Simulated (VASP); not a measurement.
In:

```xyz
1
Lattice="-1.8571 1.8571 1.8571 1.8571 -1.8571 1.8571 1.8571 1.8571 -1.8571" Properties=species:S:1:pos:R:3 pbc="T T T"
In    0.0000    0.0000    0.0000
```

This cell differs from its parent crystal: volume scaled by 0.96.

Base run:

| Item | Value |
| --- | --- |
| Program | VASP 6.6.1 |
| Functional | PBEsol |
| Potentials or basis | VASP PAW PBE potentials, release 64 (In_d) |
| Cutoff | 520 eV |
| k mesh | 10 × 10 × 10 |
| Occupations | fermi-dirac, width 0.05 eV |
| Spin | no spin polarisation |

Its results: pressure 0.2 GPa.

The run is repeated on the same cell with these changes: functional from PBEsol to PBE0; k mesh from 10 × 10 × 10 to 6 × 6 × 6. What comes out?

Pressure 1.2 GPa.

Several settings changed at once, so the effect can't be laid on one alone.

Caveats: some runs use coarse meshes; the PAW data sets were made with another functional, which shifts forces and pressure a little.
